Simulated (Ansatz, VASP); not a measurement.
# Two plane-wave programs on LiCl

```
Li Cl
1.0
     4.18480    0.00000    0.00000
    -2.09240    3.62414    0.00000
     0.00000    0.00000    5.29618
Li Cl
2 2
Direct
  0.33333 0.66667 0.25000
  0.66667 0.33333 0.75000
  0.33333 0.66667 0.75000
  0.66667 0.33333 0.25000
```

Alike in both runs: functional PBE; k mesh 6 × 6 × 4; occupations gaussian, width 0.02 eV; no spin polarisation.

Ansatz relaxed the structure, and its values are those at the end. VASP's run is a single point on that final structure, the one shown.

```csv
,VASP,Ansatz
version,VASP 6.6.1,Ansatz 0.2.0
potentials or method,"VASP PAW PBE potentials, release 64 (Li_sv, Cl), cutoff 520 eV","scalar-relativistic, plane waves, PAW"
valence electrons in the cell,20,20
```

|  | VASP | Ansatz | Ansatz less VASP |
| --- | --- | --- | --- |
| gap on the k mesh at the Fermi level (eV) | 5.58 | 5.57 | -0.007 |
| least direct gap on the mesh (eV) | 5.58 | 5.57 | -0.007 |

Noted on VASP's run: the cutoff is under 1.25 times that of the potentials, so the pressure is a little rough.
